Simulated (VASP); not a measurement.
# Fe (Im-3m) in VASP: a series of runs

The runs below take Fe through single point, with revPBE.

Program: VASP 6.6.1. These are calculated values, not measurements. Logs are shortened: lines on timing, memory, paths and dates and some standing lists are left out, and cuts for length are marked.

### 1 The cell of the first run

The structure is cubic, space group Im-3m (No. 229). Conventional cell: a = 2.734 Å, b = 2.734 Å, c = 2.734 Å, α = 90.00°, β = 90.00°, γ = 90.00°. Within 3.1 Å of Fe (site symmetry m-3m) lie 14 Fe at 2.37 to 2.73 Å.

### 2 Single point, revPBE, collinear spin, ferromagnetic start (10.22 Å³/atom)

The input, INCAR:

```
  PREC = Accurate
  ENCUT = 520
  EDIFF = 1E-6
  ISMEAR = -1
  SIGMA = 0.05
  LREAL = F
  LASPH = T
  NELM = 150
  ALGO = Normal
  ISIF = 2
  LWAVE = F
  LCHARG = F
  ISPIN = 2
  MAGMOM = 2.276
  LORBIT = 11
  LMAXMIX = 4
  GGA = RE
  NBANDS = 14
```

The input, KPOINTS:

```
regular mesh
0
Gamma
  25 25 25
```

The input, POSCAR:

```
Fe
1.0
   -1.3668818583      1.3668818583      1.3668818583
    1.3668818583     -1.3668818583      1.3668818583
    1.3668818583      1.3668818583     -1.3668818583
Fe
1
Direct
    0.0000000000      0.0000000000      0.0000000000
```

Potentials or basis: VASP PAW PBE potentials, release 64 (Fe).

Started as:

```bash
$ cat potpaw_PBE.64/Fe/POTCAR > POTCAR
$ mpirun -np 1 vasp_std > vasp.out
```

OUTCAR:

```text
PREC = Accurate
   ENCUT = 520
   EDIFF = 1E-6
   ISMEAR = -1
   LREAL = F
   LASPH = T
   NELM = 150
   ISIF = 2
   ISPIN = 2
   LORBIT = 11
   GGA = RE

 ion  position               nearest neighbor table
   1  0.000  0.000  0.000-

  LATTYP: Found a body centered cubic cell.
 ALAT       =     2.7337637166

  Lattice vectors:

 A1 = (  -1.3668818583,   1.3668818583,   1.3668818583)
 A2 = (   1.3668818583,  -1.3668818583,   1.3668818583)
 A3 = (   1.3668818583,   1.3668818583,  -1.3668818583)

Analysis of symmetry for initial positions (statically):
=====================================================================
 Subroutine PRICEL returns:
 Original cell was already a primitive cell.

 Routine SETGRP: Setting up the symmetry group for a
 body centered cubic supercell.

 Subroutine GETGRP returns: Found 48 space group operations
 (whereof 48 operations were pure point group operations)
 out of a pool of 48 trial point group operations.

The static configuration has the point symmetry O_h .

Analysis of symmetry for dynamics (positions and initial velocities):
=====================================================================
 Subroutine PRICEL returns:
 Original cell was already a primitive cell.

 Routine SETGRP: Setting up the symmetry group for a
 body centered cubic supercell.

 Subroutine GETGRP returns: Found 48 space group operations
 (whereof 48 operations were pure point group operations)
 out of a pool of 48 trial point group operations.

The dynamic configuration has the point symmetry O_h .

Analysis of structural, dynamic, and magnetic symmetry:
=====================================================================
 Subroutine PRICEL returns:
 Original cell was already a primitive cell.

 Routine SETGRP: Setting up the symmetry group for a
 body centered cubic supercell.

 Subroutine GETGRP returns: Found 48 space group operations
 (whereof 48 operations were pure point group operations)
 out of a pool of 48 trial point group operations.

The overall configuration has the point symmetry O_h .

 Subroutine INISYM returns: Found 48 space group operations
 (whereof 48 operations are pure point group operations),
 and found     1 'primitive' translations

----------------------------------------------------------------------------------------

                                     Primitive cell

  volume of cell :      10.2153

  direct lattice vectors                    reciprocal lattice vectors
    -1.366881858  1.366881858  1.366881858     0.000000000  0.365796061  0.365796061
     1.366881858 -1.366881858  1.366881858     0.365796061  0.000000000  0.365796061
     1.366881858  1.366881858 -1.366881858     0.365796061  0.365796061  0.000000000

  length of vectors
     2.367508827  2.367508827  2.367508827     0.517313751  0.517313751  0.517313751

  position of ions in fractional coordinates (direct lattice)
     0.000000000  0.000000000  0.000000000

  ion indices of the primitive-cell ions
   primitive index   ion index
                 1           1

----------------------------------------------------------------------------------------

 KPOINTS: regular mesh

Automatic generation of k-mesh.
 Grid dimensions read from file:
 generate k-points for:   25   25   25

 Generating k-lattice:

  Cartesian coordinates                     Fractional coordinates (reciprocal lattice)
     0.000000000  0.014631842  0.014631842     0.040000000  0.000000000  0.000000000
     0.014631842  0.000000000  0.014631842     0.000000000  0.040000000  0.000000000
     0.014631842  0.014631842  0.000000000     0.000000000  0.000000000  0.040000000

  Length of vectors
     0.020692550  0.020692550  0.020692550

  Shift w.r.t. Gamma in fractional coordinates (k-lattice)
     0.000000000  0.000000000  0.000000000

 Subroutine IBZKPT returns following result:
 ===========================================

 Found    455 irreducible k-points:

 Following reciprocal coordinates:
            Coordinates               Weight
  0.000000  0.000000  0.000000      1.000000
  0.040000  0.000000  0.000000     12.000000
  0.080000  0.000000  0.000000     12.000000
  0.120000  0.000000  0.000000     12.000000
  0.160000  0.000000  0.000000     12.000000
  0.200000  0.000000  0.000000     12.000000
[... 16 lines left out ...]
  0.400000  0.040000  0.000000     48.000000
  0.440000  0.040000  0.000000     48.000000
 [... further k-points ...]
   k-points           NKPTS =    455   k-points in BZ     NKDIM =    455   number of bands    NBANDS=     14
   number of dos      NEDOS =    301   number of ions     NIONS =      1
   total plane-waves  NPLWV =   5832
   dimension x,y,z NGX =    18 NGY =   18 NGZ =   18
   dimension x,y,z NGXF=    36 NGYF=   36 NGZF=   36
   ions per type =               1
   NGX,Y,Z   is equivalent  to a cutoff of  12.64, 12.64, 12.64 a.u.
   NGXF,Y,Z  is equivalent  to a cutoff of  25.28, 25.28, 25.28 a.u.
 SYSTEM =  unknown system
   PREC   = accura    normal or accurate (medium, high low for compatibility)
   ISTART =      0    job   : 0-new  1-cont  2-samecut
   ICHARG =      2    charge: 1-file 2-atom 10-const
   ISPIN  =      2    spin polarized calculation?
   LNONCOLLINEAR =      F non collinear calculations
   LSORBIT =      F    spin-orbit coupling
   LASPH  =      T    aspherical Exc in radial PAW
   ENCUT  =  520.0 eV  38.22 Ry    6.18 a.u.   4.40  4.40  4.40*2*pi/ulx,y,z
   NELM   =    150;   NELMIN=  2; NELMDL= -5     # of ELM steps
   EDIFF  = 0.1E-05   stopping-criterion for ELM
   LREAL  =      F    real-space projection
   EDIFFG = 0.1E-04   stopping-criterion for IOM
   NSW    =      0    number of steps for IOM
   IBRION =     -1    ionic relax: 0-MD 1-quasi-New 2-CG
   NFREE  =      0    steps in history (QN), initial steepest desc. (CG)
   ISIF   =      2    stress and relaxation
   ISYM   =      2    0-nonsym 1-usesym 2-fastsym
   POTIM  = 0.5000    time-step for ionic-motion
   TEBEG  =    0.0;   TEEND  =   0.0 temperature during run
   PSTRESS=    0.0 pullay stress
   NELECT =       8.0000    total number of electrons
   NUPDOWN=      -1.0000    fix difference up-down
   EMIN   =  10.00;   EMAX   =-10.00  energy-range for DOS
   EFERMI =   0.00;   METHOD = LEGACY
   ISMEAR =    -1;   SIGMA  =   0.05  broadening in eV -4-tet -1-fermi 0-gaus
   EFERMI_NEDOS =   21; number of points for ismear=-14 and -15
   IALGO  =     38    algorithm
   IMIX   =      4    mixing-type and parameters
     AMIX     =   0.40;   BMIX     =  1.00
     AMIX_MAG =   1.60;   BMIX_MAG =  1.00
  volume/ion in A,a.u.               =      10.22        68.94
  Fermi-wavevector in a.u.,A,eV,Ry     =   1.508993  2.851583 30.981274  2.277059
  Thomas-Fermi vector in A             =   2.619374
   LORBIT       =     11    0 simple, 1 ext, 2 COOP (PROOUT), +10 PAW based schemes
   GGA     = RE    functional components
   LHFCALC =     F    Hartree Fock is set to
   AEXX    =    0.0000 exact exchange contribution
   IVDW    =     0    specifies the selected vdW correction
   LEPSILON=     F    determine dielectric tensor
   LRPA    =     F    only Hartree local field effects (RPA)
 spin polarized calculation
  energy-cutoff  :      520.00
  volume of cell :       10.22
 maximum number of plane-waves:       285
 NGX is ok and might be reduce to    18
   NGX =  9   NGY =  9   NGZ =  9

 number of electron       7.9999991 magnetization       2.0490797

 Free energy of the ion-electron system (eV)
  ---------------------------------------------------
  ext. energy  EPLUGINS =         0.00000000
  ---------------------------------------------------
  free energy    TOTEN  =        -7.74417563 eV

  energy without entropy =       -7.73664178  energy(sigma->0) =       -7.74040870

 E-fermi :   7.1269     XC(G=0): -13.6716

 val. band max:        7.1263490657   @ k =  -0.4000  -0.4800   0.0800
 cond. band min:       7.1306506745   @ k =  -0.4400   0.4400   0.2800
 fundamental gap:      0.0043016087
 Fermi energy:         7.1269097701

 spin component 1

 k-point     1 :       0.0000    0.0000    0.0000
  band No.  band energies     occupation
      1      -1.9898      1.00000
      2       4.5529      1.00000
      3       4.5529      1.00000
      4       4.5529      1.00000
      5       5.9763      1.00000
      6       5.9763      1.00000
      7      33.1226      0.00000
      8      33.1226      0.00000
      9      33.1226      0.00000
     10      38.9451      0.00000
     11      38.9451      0.00000
     12      41.9524      0.00000
     13      41.9524      0.00000
     14      41.9524      0.00000
[... 375 lines left out ...]
 k-point    24 :       0.4400    0.0400    0.0000
  band No.  band energies     occupation
      1       1.5859      1.00000
      2       3.3019      1.00000
      3       6.0019      1.00000
      4       6.1176      1.00000
      5       7.0459      0.83487
      6       8.0807      0.00000
      7      15.8563      0.00000
      8      26.1889      0.00000
      9      28.8498      0.00000
     10      32.5913      0.00000
     11      36.9636      0.00000
     12      43.1684      0.00000
     13      47.5989      0.00000
     14      50.9794      0.00000

 [... further k-points ...]

 spin component 2

 k-point     1 :       0.0000    0.0000    0.0000
  band No.  band energies     occupation
      1      -1.8187      1.00000
      2       6.3326      1.00000
      3       6.3328      1.00000
      4       6.3328      1.00000
      5       8.6752      0.00000
      6       8.6754      0.00000
      7      32.8837      0.00000
      8      32.8838      0.00000
      9      32.8838      0.00000
     10      39.1622      0.00000
     11      39.1622      0.00000
     12      42.5697      0.00000
     13      42.5697      0.00000
     14      42.5697      0.00000
[... 375 lines left out ...]
 k-point    24 :       0.4400    0.0400    0.0000
  band No.  band energies     occupation
      1       2.7771      1.00000
      2       4.8845      1.00000
      3       7.3387      0.01426
      4       8.5114      0.00000
      5       9.0444      0.00000
      6       9.8546      0.00000
      7      17.1082      0.00000
      8      26.2890      0.00000
      9      29.4058      0.00000
     10      33.0259      0.00000
     11      37.6373      0.00000
     12      43.2354      0.00000
     13      47.8672      0.00000
     14      51.7498      0.00000

 [... further k-points ...]
[... 5 lines left out ...]
  --------------------------------------------------------------------------------------
  -------------------------------------------------------------------------------------
  Total        1.9882479      1.9882479      1.9882479      0.0000000     -0.0000000      0.0000000
  in kB      311.8373926    311.8373926    311.8373926      0.0000000     -0.0000000      0.0000000
  external PRESSURE =     311.8373926 kB  Pullay stress =       0.0000000 kB

 VOLUME and BASIS-vectors are now :
 -----------------------------------------------------------------------------
  energy-cutoff  :      520.00
  volume of cell :       10.22
      direct lattice vectors                 reciprocal lattice vectors
    -1.366881858  1.366881858  1.366881858     0.000000000  0.365796061  0.365796061
     1.366881858 -1.366881858  1.366881858     0.365796061  0.000000000  0.365796061
     1.366881858  1.366881858 -1.366881858     0.365796061  0.365796061  0.000000000

 POSITION                                       TOTAL-FORCE (eV/Angst)
 -----------------------------------------------------------------------------------
      0.00000      0.00000      0.00000         0.000000      0.000000     -0.000000
 -----------------------------------------------------------------------------------
    total drift:                                0.000000      0.000000      0.000000

  FREE ENERGIE OF THE ION-ELECTRON SYSTEM (eV)
  ---------------------------------------------------
  free  energy   TOTEN  =        -7.7441756339 eV

  energy  without entropy=       -7.7366417760  energy(sigma->0) =       -7.74040870

 total charge

# of ion       s       p       d       tot
------------------------------------------
    1        0.537   0.646   6.328   7.510

 magnetization (x)

# of ion       s       p       d       tot
------------------------------------------
    1       -0.013  -0.058   2.099   2.028
```

Run time: 44 s. Hardware: 1 thread of Intel Xeon 6975P-C (Granite Rapids), shared host; peak memory 0.2 GiB.

Results:

```yaml
Free_energy: -7.7442 eV
Pressure: 31.2 GPa
Net_moment: 2.05 μB per cell
Site_moments: Fe +2.03 μB
Valence_electrons_inside_the_program's_atomic_spheres: Fe 7.51
```

Caveat: the cell stands under pressure; the PAW data sets were made with another functional, which shifts forces and pressure a little.

### 3 Single point, revPBE, collinear spin, ferromagnetic start (10.68 Å³/atom)

This run uses another cell than the first one, of 10.68 Å³/atom.

The input, INCAR:

```
PREC     = Accurate       # precision mode
ENCUT    = 520            # plane-wave cutoff, eV
EDIFF    = 1E-6           # SCF threshold, eV
ISMEAR   = -1             # smearing method
SIGMA    = 0.05           # smearing width, eV
LREAL    = False          # projectors in reciprocal space
LASPH    = True           # aspherical terms in the spheres
NELM     = 150            # most SCF steps
ALGO     = Normal         # electronic algorithm
ISIF     = 2              # what is computed and relaxed
LWAVE    = False          # write WAVECAR
LCHARG   = True           # write CHGCAR
ISPIN    = 2              # spin polarisation
MAGMOM   = 2.276          # initial moments
LORBIT   = 11             # projections on sites
LMAXMIX  = 4              # l up to which the mixer works
GGA      = RE             # functional
LELF     = True           # ELF
LVHAR    = True         
NBANDS   = 14             # bands
```

KPOINTS is that of step 2.

The input, POSCAR:

```
Fe
1.0
   -1.3872860883      1.3872860883      1.3872860883
    1.3872860883     -1.3872860883      1.3872860883
    1.3872860883      1.3872860883     -1.3872860883
Fe
1
Direct
    0.0000000000      0.0000000000      0.0000000000
```

Potentials or basis: VASP PAW PBE potentials, release 64 (Fe).

Started as:

```bash
$ cat potpaw_PBE.64/Fe/POTCAR > POTCAR
$ mpirun -np 1 vasp_std > vasp.out
```

Run time: 48 s. Hardware: 1 thread of Intel Xeon 6975P-C (Granite Rapids), shared host; peak memory 0.21 GiB.

The run converged. Its results:

| Property | Result |
| --- | --- |
| Free energy | -7.8147 eV |
| Pressure | 18.1 GPa |
| Net moment | 2.11 μB per cell |
| Site moments | Fe +2.09 μB |
| Valence electrons inside the program's atomic spheres | Fe 7.40 |

Levels at points of the mesh, in eV from the Fermi level:
Spin up:
```
           k point  band 2  band 3  band 4  band 5  band 6  band 7  band 8  band 9
(0.00, 0.00, 0.00)   -2.45   -2.45   -2.45   -1.13   -1.13   25.60   25.60   25.60
```
Spin down:
```
           k point  band 1  band 2  band 3  band 4  band 5  band 6  band 7  band 8
(0.00, 0.00, 0.00)   -8.66   -0.61   -0.61   -0.61    1.62    1.62   25.32   25.32
```

Caveat: the cell stands under pressure; the PAW data sets were made with another functional, which shifts forces and pressure a little.

### 4 Single point, revPBE, collinear spin, ferromagnetic start (11.14 Å³/atom)

This run uses another cell than the first one, of 11.14 Å³/atom.

The input, INCAR:

```
SYSTEM = Fe
PREC = Accurate ; ENCUT = 520
EDIFF = 1E-6 ; ISMEAR = -1
SIGMA = 0.05 ; LREAL = .FALSE.
LASPH = .TRUE. ; NELM = 150
ALGO = Normal ; ISIF = 2
LWAVE = .FALSE. ; LCHARG = .FALSE.
ISPIN = 2 ; MAGMOM = 2.276
LORBIT = 11 ; LMAXMIX = 4
GGA = RE ; NBANDS = 14
```

The input, KPOINTS:

```
Automatic mesh
0
G
  25 25 25
  0 0 0
```

The input, POSCAR:

```
Fe
1.0
   -1.4071071389      1.4071071389      1.4071071389
    1.4071071389     -1.4071071389      1.4071071389
    1.4071071389      1.4071071389     -1.4071071389
Fe
1
Direct
    0.0000000000      0.0000000000      0.0000000000
```

Started as:

```bash
$ cat potpaw_PBE.64/Fe/POTCAR > POTCAR
$ mpirun -np 1 vasp_std > vasp.out
```

Run time: 44 s. Hardware: 1 thread of Intel Xeon 6975P-C (Granite Rapids), shared host; peak memory 0.21 GiB.

Results (log left out):

```
Free energy                                           : -7.8515 eV
Pressure                                              : 7.5 GPa
Net moment                                            : 2.17 μB per cell
Site moments                                          : Fe +2.16 μB
Valence electrons inside the program's atomic spheres : Fe 7.30
```

Levels at points of the mesh, in eV from the Fermi level:
Spin up:
```csv
k point,band 2,band 3,band 4,band 5,band 6,band 7,band 8,band 9
"(0.00, 0.00, 0.00)",-2.34,-2.34,-2.34,-1.11,-1.11,25.21,25.21,25.21
```
Spin down:
```csv
k point,band 1,band 2,band 3,band 4,band 5,band 6
"(0.00, 0.00, 0.00)",-8.39,-0.43,-0.43,-0.43,1.69,1.69
```

Caveat: the cell stands under pressure; the PAW data sets were made with another functional, which shifts forces and pressure a little.

### 5 Single point, revPBE, collinear spin, ferromagnetic start

This run uses another cell than the first one, of 11.61 Å³/atom.

The input, INCAR:

```
SYSTEM = Fe
  ALGO = Normal
  EDIFF = 1E-6
  ENCUT = 520
  GGA = RE
  ISIF = 2
  ISMEAR = -1
  ISPIN = 2
  LASPH = .TRUE.
  LCHARG = .TRUE.
  LELF = .TRUE.
  LMAXMIX = 4
  LORBIT = 11
  LREAL = .FALSE.
  LVHAR = .TRUE.
  LWAVE = .FALSE.
  MAGMOM = 2.273
  NBANDS = 14
  NELM = 150
  PREC = Accurate
  SIGMA = 0.05
```

The input, KPOINTS:

```
k-points
0
G
  25 25 25
  0 0 0
```

The input, POSCAR:

```
Fe
1.0
   -1.4263849747      1.4263849747      1.4263849747
    1.4263849747     -1.4263849747      1.4263849747
    1.4263849747      1.4263849747     -1.4263849747
Fe
1
Direct
    0.0000000000      0.0000000000      0.0000000000
```

Started as:

```bash
$ cat potpaw_PBE.64/Fe/POTCAR > POTCAR
$ mpirun -np 1 vasp_std > vasp.out
```

Run time: 46 s. Hardware: 1 thread of Intel Xeon 6975P-C (Granite Rapids), shared host; peak memory 0.21 GiB.

It converged, with:

```
Free energy                                           : -7.8626 eV
Pressure                                              : -0.1 GPa
Net moment                                            : 2.24 μB per cell
Site moments                                          : Fe +2.25 μB
Valence electrons inside the program's atomic spheres : Fe 7.22
```

Levels at points of the mesh, in eV from the Fermi level:
Spin up:
```tsv
k point	band 1	band 2	band 3	band 4	band 5	band 6	band 7	band 8	band 9	band 10
(0.00, 0.00, 0.00)	-8.26	-2.26	-2.26	-2.26	-1.09	-1.09	24.83	24.83	24.83	29.78
```
Spin down:
```tsv
k point	band 1	band 2	band 3	band 4	band 5	band 6
(0.00, 0.00, 0.00)	-8.13	-0.25	-0.25	-0.25	1.76	1.76
```

Caveat: the PAW data sets were made with another functional, which shifts forces and pressure a little.

### 6 The runs side by side

```csv
cell,gap on the mesh (eV),pressure (GPa),moment (μB)
"a = 2.368 Å, angles 109.5°, 1 atom",none,31.2,2.05
"a = 2.403 Å, angles 109.5°, 1 atom",none,18.1,2.11
"a = 2.437 Å, angles 109.5°, 1 atom",none,7.5,2.17
"a = 2.471 Å, angles 109.5°, 1 atom",none,-0.1,2.24
```

Alike in all rows: task single point; level revPBE; potentials or basis VASP PAW PBE potentials, release 64 (Fe); spin collinear, ferromagnetic start; k mesh 25 × 25 × 25; cutoff (eV) 520; smearing fermi-dirac 0.05 eV.

Caveats: the PAW data sets were made with another functional, which shifts forces and pressure a little; the cell stands under pressure (at least some runs).

Total energies depend on the potentials used, so only differences within one code and one set of settings carry meaning.
